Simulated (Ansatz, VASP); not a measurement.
## C in VASP and in Ansatz

INCAR

```
PREC = Accurate
ENCUT = 520
EDIFF = 1E-7
ISMEAR = -1
SIGMA = 0.08
LREAL = False
LASPH = True
NELM = 100
ALGO = Normal
ISIF = 2
LWAVE = False
LCHARG = True
GGA = CA
LELF = True
LVHAR = True
NBANDS = 11
```

Contents of KPOINTS:

```
Automatic mesh
0
Gamma
  20 20 20
```

File POSCAR:

```
C
1.0
    0.0000000000      1.7684127368      1.7684127368
    1.7684127368      0.0000000000      1.7684127368
    1.7684127368      1.7684127368      0.0000000000
C
2
Direct
    0.5000000000      0.5000000000      0.5000000000
    0.7500000000      0.7500000000      0.7500000000
```

Input for Ansatz:

```yaml
crystal:
  lattice:
    - [0.0, 1.7684127368, 1.7684127368]
    - [1.7684127368, 0.0, 1.7684127368]
    - [1.7684127368, 1.7684127368, 0.0]
  atoms:
    - { symbol: C, position: [0.5, 0.5, 0.5] }
    - { symbol: C, position: [0.75, 0.75, 0.75] }
kpoints:
  mp_grid: { grid: [20, 20, 20] }
scf:
  occupations: { method: fermi_dirac, width: 0.08 }
hamiltonian:
  xc: lda
  pseudopotentials: { kind: all_electron, lapw: { basis_error: 0.0005 } }
output:
  forces: true
  stress: true
  eigenvalues: true
```

Change from the starting cell: volume scaled by 0.975.

Alike in both runs: task single point; functional LDA; k mesh 20 × 20 × 20; occupations fermi-dirac, width 0.08 eV; no spin polarisation.

|  | VASP | Ansatz |
| --- | --- | --- |
| version | VASP 6.6.1 | Ansatz 0.2.0 |
| potentials or method | VASP PAW LDA potentials, release 64 (C), cutoff 520 eV | all-electron LAPW, scalar-relativistic |

Ansatz gave:

* gap on the k mesh at the Fermi level (eV): 4.17
* pressure (GPa): -1.9

Question: What did VASP give for the same quantities?

Answer: gap on the k mesh at the Fermi level (eV): 4.16; pressure (GPa): -0.4.

LDA's correlation is that of Perdew and Zunger in VASP and of Perdew and Wang (1992) in Ansatz. Ansatz ran all-electron here, and VASP with PAW potentials.
